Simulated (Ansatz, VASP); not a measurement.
## Two plane-wave programs on NaH

```xyz
2
Lattice="2.8074 0.0000 0.0000 0.0000 2.8074 0.0000 0.0000 0.0000 2.8074" Properties=species:S:1:pos:R:3 pbc="T T T"
Na    0.0000    0.0000    0.0000
H     1.4037    1.4037    1.4037
```

Change from the starting cell: strain -0.050 along x and y, -0.050 along z, atoms carried along.

Alike in both runs: task single point; functional PBE; k mesh 10 × 10 × 10; occupations gaussian, width 0.05 eV; no spin polarisation.

|  | VASP | Ansatz |
| --- | --- | --- |
| version | VASP 6.6.1 | Ansatz 0.2.0 |
| potentials or method | VASP PAW PBE potentials, release 64 (Na_pv, H), cutoff 520 eV | scalar-relativistic, plane waves, PAW |
| valence electrons in the cell | 8 | 10 |

```tsv
	VASP	Ansatz	Ansatz less VASP
gap on the k mesh at the Fermi level (eV)	1.04	1.04	+0.003
least direct gap on the mesh (eV)	4.89	4.90	+0.006
pressure (GPa)	5.2	5.3	+0.07
```

With one functional, cell and mesh, what is left measures potentials, basis and numerics. VASP's potentials hold 8 valence electrons a cell and Ansatz's 10, so a difference there can come from the potentials and not from the codes.
